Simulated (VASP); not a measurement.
Sb: relaxation of cell and atoms with PBE

The system is Sb.

```xyz
2
Lattice="2.3916 -2.7404 0.0000 2.3916 2.7404 0.0000 0.0000 0.0000 4.5595" Properties=species:S:1:pos:R:3 pbc="T T T"
Sb    2.3916   -1.3702    4.0943
Sb    2.3916    1.3702    0.4651
```

| Property | Result |
| --- | --- |
| Program | VASP 6.6.1 |
| Task | relaxation of cell and atoms |
| Functional | PBE |
| Potentials or basis | VASP PAW PBE potentials, release 64 (Sb) |
| Cutoff | 600 eV |
| k mesh | 6 × 6 × 4 |
| Occupations | gaussian, width 0.1 eV |
| Spin | no spin polarisation |
| Dipole correction | no |
| Further INCAR settings | ALGO = Normal; EDIFF = 1e-06; IBRION = 2; EDIFFG = -0.04; NSW = 90; ISIF = 3 |

The relaxed volume is 29.74 Å³/atom, the relaxed cell is a = 3.723 Å, b = 3.723 Å, c = 4.302 Å, α = 90.00°, β = 90.00°, γ = 94.20° and the space group after relaxing (to 0.05 Å) is Cmme (No. 67). The energy gained by relaxing is 719.3 meV/atom and the ionic steps are 18. The pressure after relaxing is -0.1 GPa and the largest force after relaxing is 0.014 eV/Å. The band gap on the k mesh is zero (band 5 reaches 8.79 eV, above the bottom of band 6 at 5.45 eV).

Forces on the atoms (eV/Å):
```
Sb   0.000  0.000  0.014
Sb   0.000  0.000 -0.014
```

Stress tensor (GPa, compression positive):
```
-0.21  0.00  0.00
 0.00 -0.07  0.00
 0.00  0.00  0.11
```

The path:
| step | energy change (eV) | largest force (eV/Å) | pressure (GPa) | volume (Å³) |
| --- | --- | --- | --- | --- |
| 1 | 0.0000 | 3.2209 | 20.36 | 59.76 |
| 2 | -0.3552 | 0.5832 | -6.85 | 96.74 |
| 3 | -1.2910 | 0.3028 | -1.92 | 74.89 |
| 4 | -1.2963 | 0.3748 | -1.46 | 74.14 |
| 5 | -1.2976 | 0.4434 | -1.01 | 73.47 |
| 6 | -1.2975 | 0.4131 | -1.20 | 73.76 |
| 7 | -1.3322 | 0.4203 | -0.53 | 71.74 |
| 8 | -1.3395 | 0.4511 | 0.07 | 70.45 |
| 9 | -1.3695 | 0.3375 | -0.12 | 69.33 |
| 10 | -1.4110 | 0.0840 | -0.47 | 66.58 |
| 11 | -1.4292 | 0.1015 | -1.22 | 61.25 |
| 12 | -1.3975 | 0.2783 | 3.83 | 55.32 |
| 13 | -1.4361 | 0.0014 | 0.05 | 59.47 |
| 14 | -1.4361 | 0.0021 | 0.10 | 59.40 |
| 15 | -1.4381 | 0.0043 | 0.15 | 59.28 |
| 16 | -1.4384 | 0.0066 | 0.18 | 59.22 |
| 17 | -1.4383 | 0.0379 | -0.34 | 59.82 |
| 18 | -1.4386 | 0.0137 | -0.06 | 59.48 |

Final structure:
```
Sb
1.0
     2.53439   -2.72755    0.00000
     2.53439    2.72755    0.00000
     0.00000    0.00000    4.30218
Sb
2
Direct
  0.75000 0.25000 0.81119
  0.25000 0.75000 0.18881
```

Levels at points of the mesh, in eV from the Fermi level:
```
           k point  band 1  band 2  band 3  band 4  band 5  band 6  band 7  band 8  band 9
(0.00, 0.00, 0.00)  -12.40   -5.99   -2.56   -1.61   -0.89    1.73    3.65    4.76    5.41
(0.50, 0.00, 0.00)   -9.79   -9.79   -1.40   -1.40    0.63    0.63    1.45    1.45    5.48
(0.50, 0.50, 0.00)   -8.78   -7.76   -5.18   -4.90    0.46    1.10    2.27    2.75    5.22
(0.00, 0.00, 0.50)  -11.52   -8.72   -0.68   -0.06    0.00    0.98    2.59    2.75    4.63
(0.50, 0.00, 0.50)   -9.15   -9.15   -4.65   -4.65    1.62    1.62    4.09    4.09    6.61
(0.50, 0.50, 0.50)   -8.24   -7.57   -4.17   -3.90   -1.87   -1.49   -1.22   -0.76   11.50
```

Run time: 2.2 min on 1 thread of Intel(R) Xeon(R) Platinum 8488C (Sapphire Rapids) (shared host), peak memory 0.19 GiB.

Caveat: spin-orbit coupling is left out, which moves the levels of the heavy elements.
